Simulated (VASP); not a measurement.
A run of VASP 6.6.1:

Contents of INCAR:

```
PREC = Accurate ; ENCUT = 520
EDIFF = 1E-7 ; ISMEAR = 0
SIGMA = 0.15 ; LREAL = F
LASPH = T ; NELM = 80
ALGO = Fast ; ISIF = 2
LWAVE = F ; LCHARG = F
GGA = PE ; IVDW = 12
NBANDS = 13
```

The input KPOINTS:

```
Automatic mesh
0
Gamma
  20 20 20
```

POSCAR

```
Sn
1.0
   -1.8354047422      1.8354047422      2.0189452164
    1.8354047422     -1.8354047422      2.0189452164
    1.8354047422      1.8354047422     -2.0189452164
Sn
1
Direct
    0.0000000000      0.0000000000      0.0000000000
```

Potentials or basis: VASP PAW PBE potentials, release 64 (Sn_d).

Run with:

```bash
$ cat potpaw_PBE.64/Sn_d/POTCAR > POTCAR
$ mpirun -np 1 vasp_std > vasp.out
```

Hardware: 1 thread of Intel Xeon 8259CL, on a shared host.

Question: Estimate the wall time of this run.

Answer: Wall time 3.3 min on 1 thread of Intel Xeon 8259CL, with other jobs on the host, peak memory 0.32 GiB. Counts: scf iterations 14, k points 641.
